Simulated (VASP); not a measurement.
TeRu:

```
Ru Te
1.0
     0.00000    3.11393    3.11393
     3.11393    0.00000    3.11393
     3.11393    3.11393    0.00000
Ru Te
1 1
Direct
  0.00000 0.00000 0.00000
  0.25000 0.25000 0.25000
```

Base run:

- Program: VASP 6.6.1
- Functional: LDA
- Potentials or basis: VASP PAW LDA potentials, release 64 (Ru_pv, Te)
- Cutoff: 500 eV
- k mesh: 5 × 5 × 5
- Occupations: gaussian, width 0.05 eV
- Spin: collinear spin, ferromagnetic start
- Starting moments: [2.0, 0.0] μB
- Fixed moment: 2 μB
- Hubbard terms: Ru d U = 6.0 eV

Its results: pressure -2.9 GPa; site moments Ru +2.08; Te -0.23 μB.

**Question.** After a change of settings the same cell gave: pressure 5.2 GPa; site moments Ru +3.41; Te +0.32 μB. Which change was it?
A. fixed moment from 2 μB to none; moments at the start from [2.0, 0.0] to [4.0, 0.0]
B. fixed moment from 2 μB to 1 μB; moments at the start from [2.0, 0.0] to [1.0, 0.0]
C. fixed moment from 2 μB to none; moments at the start from [2.0, 0.0] to [1.97, -0.03]
D. fixed moment from 2 μB to 4.4 μB; moments at the start from [2.0, 0.0] to [3.42, 0.3]

**Answer.** D.

Caveats: the total moment is fixed, so each spin has its own Fermi level and the state may be an excited one; the U is typed as a test and isn't derived for this compound; the cell stands under pressure (at least some runs).
